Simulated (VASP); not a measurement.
# CdSe (Fm-3m) in VASP: single point with r2SCAN

Aim: the single point of CdSe with r2SCAN.

Everything below comes from runs of VASP 6.6.1. Logs are shortened: lines on timing, memory, paths and dates and some standing lists are left out, and cuts for length are marked.

### Step 1. The cell of the first run

It takes space group Fm-3m (No. 225, cubic). Conventional cell: a = 5.574 Å, b = 5.574 Å, c = 5.574 Å, α = 90.00°, β = 90.00°, γ = 90.00°. Cd (site symmetry m-3m) has 6 Se at 2.79 Å within 3.7 Å. Se (site symmetry m-3m) has 6 Cd at 2.79 Å within 3.7 Å.

### Step 2. Single point, r2SCAN

Input file POSCAR:

```
CdSe
1.0
    0.0000000000      2.7868770000      2.7868770000
    2.7868770000      0.0000000000      2.7868770000
    2.7868770000      2.7868770000      0.0000000000
Cd Se
1 1
Direct
    0.5000000000      0.5000000000      0.5000000000
    0.0000000000      0.0000000000      0.0000000000
```

Input file INCAR.step1:

```
SYSTEM = CdSe
PREC = Accurate
ENCUT = 550
ISMEAR = -1
SIGMA = 0.0636
LREAL = .FALSE.
LASPH = .TRUE.
NELM = 120
NBANDS = 16
GGA = PE
ALGO = Normal
EDIFF = 1E-5
LWAVE = .TRUE.
LCHARG = .FALSE.
GGA_COMPAT = .FALSE.
```

Input file INCAR.step2:

```
SYSTEM = CdSe
PREC = Accurate
ENCUT = 550
EDIFF = 1E-6
ISMEAR = -1
SIGMA = 0.0636
LREAL = .FALSE.
LASPH = .TRUE.
NELM = 120
ALGO = Normal
ISIF = 2
LWAVE = .FALSE.
LCHARG = .TRUE.
METAGGA = R2SCAN
LMIXTAU = .TRUE.
LELF = .TRUE.
LVHAR = .TRUE.
NBANDS = 16
ISTART = 1
GGA_COMPAT = .FALSE.
```

Input file KPOINTS:

```
regular mesh
0
G
  10 10 10
  0 0 0
```

Potentials or basis: VASP PAW PBE potentials, release 64 (Cd, Se).

Started as:

```sh
$ cat potpaw_PBE.64/Cd/POTCAR potpaw_PBE.64/Se/POTCAR > POTCAR
$ cp INCAR.step1 INCAR
$ mpirun -np 1 vasp_std > vasp.out
$ cp INCAR.step2 INCAR
$ mpirun -np 1 vasp_std > vasp.out
```

OUTCAR:

```text
SYSTEM = CdSe
   PREC = Accurate
   ENCUT = 550
   EDIFF = 1E-6
   ISMEAR = -1
   LREAL = .FALSE.
   LASPH = .TRUE.
   NELM = 120
   ISIF = 2
   METAGGA = R2SCAN
   ISTART = 1

 ion  position               nearest neighbor table
   1  0.500  0.500  0.500-   2 2.79   2 2.79   2 2.79   2 2.79   2 2.79   2 2.79
   2  0.000  0.000  0.000-   1 2.79   1 2.79   1 2.79   1 2.79   1 2.79   1 2.79

  LATTYP: Found a face centered cubic cell.
 ALAT       =     5.5737540000

  Lattice vectors:

 A1 = (   0.0000000000,   2.7868770000,   2.7868770000)
 A2 = (   2.7868770000,   0.0000000000,   2.7868770000)
 A3 = (   2.7868770000,   2.7868770000,   0.0000000000)

Analysis of symmetry for initial positions (statically):
=====================================================================
 Subroutine PRICEL returns:
 Original cell was already a primitive cell.

 Routine SETGRP: Setting up the symmetry group for a
 face centered cubic supercell.

 Subroutine GETGRP returns: Found 48 space group operations
 (whereof 48 operations were pure point group operations)
 out of a pool of 48 trial point group operations.

The static configuration has the point symmetry O_h .

Analysis of symmetry for dynamics (positions and initial velocities):
=====================================================================
 Subroutine PRICEL returns:
 Original cell was already a primitive cell.

 Routine SETGRP: Setting up the symmetry group for a
 face centered cubic supercell.

 Subroutine GETGRP returns: Found 48 space group operations
 (whereof 48 operations were pure point group operations)
 out of a pool of 48 trial point group operations.

The dynamic configuration has the point symmetry O_h .

 Subroutine INISYM returns: Found 48 space group operations
 (whereof 48 operations are pure point group operations),
 and found     1 'primitive' translations

----------------------------------------------------------------------------------------

                                     Primitive cell

  volume of cell :      43.2896

  direct lattice vectors                    reciprocal lattice vectors
     0.000000000  2.786877000  2.786877000    -0.179412296  0.179412296  0.179412296
     2.786877000  0.000000000  2.786877000     0.179412296 -0.179412296  0.179412296
     2.786877000  2.786877000  0.000000000     0.179412296  0.179412296 -0.179412296

  length of vectors
     3.941239250  3.941239250  3.941239250     0.310751211  0.310751211  0.310751211

  position of ions in fractional coordinates (direct lattice)
     0.500000000  0.500000000  0.500000000
     0.000000000  0.000000000  0.000000000

  ion indices of the primitive-cell ions
   primitive index   ion index
                 1           1
                 2           2

----------------------------------------------------------------------------------------

 KPOINTS: regular mesh

Automatic generation of k-mesh.
 Grid dimensions read from file:
 generate k-points for:   10   10   10

 Generating k-lattice:

  Cartesian coordinates                     Fractional coordinates (reciprocal lattice)
    -0.017941230  0.017941230  0.017941230     0.100000000  0.000000000  0.000000000
     0.017941230 -0.017941230  0.017941230     0.000000000  0.100000000  0.000000000
     0.017941230  0.017941230 -0.017941230     0.000000000  0.000000000  0.100000000

  Length of vectors
     0.031075121  0.031075121  0.031075121

  Shift w.r.t. Gamma in fractional coordinates (k-lattice)
     0.000000000  0.000000000  0.000000000

 Subroutine IBZKPT returns following result:
 ===========================================

 Found     47 irreducible k-points:

 Following reciprocal coordinates:
            Coordinates               Weight
  0.000000  0.000000  0.000000      1.000000
  0.100000  0.000000  0.000000      8.000000
  0.200000  0.000000  0.000000      8.000000
  0.300000  0.000000  0.000000      8.000000
  0.400000  0.000000  0.000000      8.000000
  0.500000  0.000000  0.000000      4.000000
[... 16 lines left out ...]
  0.300000  0.300000  0.000000      6.000000
  0.400000  0.300000  0.000000     24.000000
 [... further k-points ...]
   k-points           NKPTS =     47   k-points in BZ     NKDIM =     47   number of bands    NBANDS=     16
   number of dos      NEDOS =    301   number of ions     NIONS =      2
   total plane-waves  NPLWV =  27000
   dimension x,y,z NGX =    30 NGY =   30 NGZ =   30
   dimension x,y,z NGXF=    60 NGYF=   60 NGZF=   60
   ions per type =               1   1
   NGX,Y,Z   is equivalent  to a cutoff of  12.65, 12.65, 12.65 a.u.
   NGXF,Y,Z  is equivalent  to a cutoff of  25.31, 25.31, 25.31 a.u.
 SYSTEM =  CdSe
   PREC   = accura    normal or accurate (medium, high low for compatibility)
   ISTART =      1    job   : 0-new  1-cont  2-samecut
   ICHARG =      0    charge: 1-file 2-atom 10-const
   ISPIN  =      1    spin polarized calculation?
   LNONCOLLINEAR =      F non collinear calculations
   LSORBIT =      F    spin-orbit coupling
   LASPH  =      T    aspherical Exc in radial PAW
   ENCUT  =  550.0 eV  40.42 Ry    6.36 a.u.   7.54  7.54  7.54*2*pi/ulx,y,z
   NELM   =    120;   NELMIN=  2; NELMDL=  0     # of ELM steps
   EDIFF  = 0.1E-05   stopping-criterion for ELM
   LREAL  =      F    real-space projection
   EDIFFG = 0.1E-04   stopping-criterion for IOM
   NSW    =      0    number of steps for IOM
   IBRION =     -1    ionic relax: 0-MD 1-quasi-New 2-CG
   NFREE  =      0    steps in history (QN), initial steepest desc. (CG)
   ISIF   =      2    stress and relaxation
   ISYM   =      2    0-nonsym 1-usesym 2-fastsym
   POTIM  = 0.5000    time-step for ionic-motion
   TEBEG  =    0.0;   TEEND  =   0.0 temperature during run
   PSTRESS=    0.0 pullay stress
   NELECT =      18.0000    total number of electrons
   NUPDOWN=      -1.0000    fix difference up-down
   EMIN   =  10.00;   EMAX   =-10.00  energy-range for DOS
   EFERMI =   0.00;   METHOD = LEGACY
   ISMEAR =    -1;   SIGMA  =   0.06  broadening in eV -4-tet -1-fermi 0-gaus
   EFERMI_NEDOS =   21; number of points for ismear=-14 and -15
   IALGO  =     38    algorithm
   IMIX   =      4    mixing-type and parameters
     AMIX     =   0.40;   BMIX     =  1.00
     AMIX_MAG =   1.60;   BMIX_MAG =  1.00
  volume/ion in A,a.u.               =      21.64       146.07
  Fermi-wavevector in a.u.,A,eV,Ry     =   1.221906  2.309068 20.314243  1.493055
  Thomas-Fermi vector in A             =   2.357072
   LORBIT       =      0    0 simple, 1 ext, 2 COOP (PROOUT), +10 PAW based schemes
   METAGGA = R2SCAN    functional components
   LHFCALC =     F    Hartree Fock is set to
   AEXX    =    0.0000 exact exchange contribution
   IVDW    =     0    specifies the selected vdW correction
   LEPSILON=     F    determine dielectric tensor
   LRPA    =     F    only Hartree local field effects (RPA)
 non-spin polarized calculation
  energy-cutoff  :      550.00
  volume of cell :       43.29
 maximum number of plane-waves:      1295
   NGX = 15   NGY = 15   NGZ = 15

 number of electron      17.9999998 magnetization

 Free energy of the ion-electron system (eV)
  ---------------------------------------------------
  ext. energy  EPLUGINS =         0.00000000
  ---------------------------------------------------
  free energy    TOTEN  =       -35.65995221 eV

  energy without entropy =      -35.65820520  energy(sigma->0) =      -35.65907871

 E-fermi :   3.0229     XC(G=0): -10.9834

 val. band max:        2.8489658289   @ k =  -0.2000   0.2000   0.0000
 cond. band min:       3.3629215297   @ k =   0.4000   0.4000   0.0000
 fundamental gap:      0.5139557008
 Fermi energy:         3.0229090649

 k-point     1 :       0.0000    0.0000    0.0000
  band No.  band energies     occupation
      1     -11.0603      2.00000
      2      -5.5162      2.00000
      3      -5.5162      2.00000
      4      -5.4955      2.00000
      5      -5.4955      2.00000
      6      -5.4955      2.00000
[... 8 lines left out ...]
     15      13.9487      0.00000
     16      13.9487      0.00000

 k-point     2 :       0.1000    0.0000    0.0000
  band No.  band energies     occupation
      1     -10.9720      2.00000
      2      -5.5454      2.00000
      3      -5.5454      2.00000
      4      -5.5042      2.00000
      5      -5.4809      2.00000
      6      -5.4809      2.00000
[... 8 lines left out ...]
     15      13.1583      0.00000
     16      13.6295      0.00000

 k-point     3 :       0.2000    0.0000    0.0000
  band No.  band energies     occupation
      1     -10.7244      2.00000
      2      -5.6247      2.00000
      3      -5.6247      2.00000
      4      -5.5341      2.00000
      5      -5.4376      2.00000
      6      -5.4376      2.00000
[... 8 lines left out ...]
     15      13.4099      0.00000
     16      13.4099      0.00000

 k-point     4 :       0.3000    0.0000    0.0000
  band No.  band energies     occupation
      1     -10.3762      2.00000
      2      -5.7201      2.00000
      3      -5.7201      2.00000
      4      -5.5946      2.00000
      5      -5.3827      2.00000
      6      -5.3827      2.00000
[... 8 lines left out ...]
     15      14.4043      0.00000
     16      14.4043      0.00000

 k-point     5 :       0.4000    0.0000    0.0000
  band No.  band energies     occupation
      1     -10.0461      2.00000
      2      -5.7948      2.00000
      3      -5.7948      2.00000
      4      -5.6798      2.00000
      5      -5.3377      2.00000
      6      -5.3377      2.00000
[... 8 lines left out ...]
     15      15.7259      0.00000
     16      15.7259      0.00000

 k-point     6 :       0.5000    0.0000    0.0000
  band No.  band energies     occupation
      1      -9.9040      2.00000
      2      -5.8229      2.00000
      3      -5.8229      2.00000
      4      -5.7274      2.00000
      5      -5.3203      2.00000
      6      -5.3203      2.00000
[... 8 lines left out ...]
     15      16.6522      0.00000
     16      16.6522      0.00000

 k-point     7 :       0.1000    0.1000    0.0000
  band No.  band energies     occupation
      1     -10.9453      2.00000
      2      -5.5851      2.00000
      3      -5.5084      2.00000
      4      -5.5071      2.00000
      5      -5.4802      2.00000
      6      -5.4802      2.00000
[... 8 lines left out ...]
     15      14.7752      0.00000
     16      14.7752      0.00000

 k-point     8 :       0.2000    0.1000    0.0000
  band No.  band energies     occupation
      1     -10.7586      2.00000
      2      -5.6555      2.00000
      3      -5.5454      2.00000
      4      -5.5259      2.00000
      5      -5.4545      2.00000
      6      -5.4352      2.00000
[... 8 lines left out ...]
     15      14.5926      0.00000
     16      14.6193      0.00000

 k-point     9 :       0.3000    0.1000    0.0000
  band No.  band energies     occupation
      1     -10.4559      2.00000
      2      -5.7259      2.00000
      3      -5.6299      2.00000
      4      -5.5602      2.00000
      5      -5.4100      2.00000
      6      -5.3768      2.00000
[... 8 lines left out ...]
     15      14.6459      0.00000
     16      15.1641      0.00000
[... 172 lines left out ...]
 k-point    19 :       0.5000    0.2000    0.0000
  band No.  band energies     occupation
      1      -9.9844      2.00000
      2      -5.6922      2.00000
      3      -5.6133      2.00000
      4      -5.5680      2.00000
      5      -5.3046      2.00000
      6      -5.2801      2.00000
[... 8 lines left out ...]
     15      17.0381      0.00000
     16      17.4254      0.00000

 k-point    20 :      -0.4000    0.2000    0.0000
  band No.  band energies     occupation
      1      -9.9341      2.00000
      2      -5.7548      2.00000
      3      -5.6615      2.00000
      4      -5.5374      2.00000
      5      -5.3221      2.00000
      6      -5.2481      2.00000
[... 8 lines left out ...]
     15      15.4781      0.00000
     16      16.4858      0.00000

 k-point    21 :      -0.3000    0.2000    0.0000
  band No.  band energies     occupation
      1     -10.0648      2.00000
      2      -5.7759      2.00000
      3      -5.6971      2.00000
      4      -5.5316      2.00000
      5      -5.3622      2.00000
      6      -5.2681      2.00000
[... 8 lines left out ...]
     15      16.0281      0.00000
     16      17.0562      0.00000

 k-point    22 :      -0.2000    0.2000    0.0000
  band No.  band energies     occupation
      1     -10.3099      2.00000
      2      -5.7533      2.00000
      3      -5.6835      2.00000
      4      -5.5339      2.00000
      5      -5.4050      2.00000
      6      -5.3216      2.00000
[... 8 lines left out ...]
     15      15.8826      0.00000
     16      16.8017      0.00000

 k-point    23 :       0.3000    0.3000    0.0000
  band No.  band energies     occupation
      1     -10.3424      2.00000
      2      -5.5837      2.00000
      3      -5.5432      2.00000
      4      -5.4531      2.00000
      5      -5.3612      2.00000
      6      -5.3612      2.00000
[... 8 lines left out ...]
     15      16.7916      0.00000
     16      18.5140      0.00000

 k-point    24 :       0.4000    0.3000    0.0000
  band No.  band energies     occupation
      1     -10.1939      2.00000
      2      -5.5960      2.00000
      3      -5.4861      2.00000
      4      -5.4023      2.00000
      5      -5.3113      2.00000
      6      -5.2657      2.00000
[... 8 lines left out ...]
     15      17.5655      0.00000
     16      18.6477      0.00000

 [... further k-points ...]

------------------------ aborting loop because EDIFF is reached ----------------------------------------

  FORCE on cell =-STRESS in cart. coord.  units (eV):
  Direction    XX          YY          ZZ          XY          YZ          ZX
  --------------------------------------------------------------------------------------
  -------------------------------------------------------------------------------------
  Total        1.4211416      1.4211416      1.4211416      0.0000000      0.0000000      0.0000000
  in kB       52.5974306     52.5974306     52.5974306      0.0000000      0.0000000      0.0000000
  external PRESSURE =      52.5974306 kB  Pullay stress =       0.0000000 kB

 VOLUME and BASIS-vectors are now :
 -----------------------------------------------------------------------------
  energy-cutoff  :      550.00
  volume of cell :       43.29
      direct lattice vectors                 reciprocal lattice vectors
     0.000000000  2.786877000  2.786877000    -0.179412296  0.179412296  0.179412296
     2.786877000  0.000000000  2.786877000     0.179412296 -0.179412296  0.179412296
     2.786877000  2.786877000  0.000000000     0.179412296  0.179412296 -0.179412296

 POSITION                                       TOTAL-FORCE (eV/Angst)
 -----------------------------------------------------------------------------------
      2.78688      2.78688      2.78688         0.000000      0.000000      0.000000
      0.00000      0.00000      0.00000        -0.000000     -0.000000     -0.000000
 -----------------------------------------------------------------------------------
    total drift:                                0.000000     -0.000000      0.000000

  FREE ENERGIE OF THE ION-ELECTRON SYSTEM (eV)
  ---------------------------------------------------
  free  energy   TOTEN  =       -35.6599522083 eV

  energy  without entropy=      -35.6582052039  energy(sigma->0) =      -35.65907871
```

It took 1.9 min on 1 thread of Intel Xeon 6975P-C, shared host; peak memory 0.19 GiB.

Results:

| Quantity | Value |
| --- | --- |
| Free energy | -35.6600 eV |
| Pressure | 5.3 GPa |
| Band gap on the k mesh | zero (band 9 reaches 2.85 eV, above the bottom of band 10 at 2.84 eV) |

Caveat: the PAW data sets were made with another functional, which shifts forces and pressure a little.
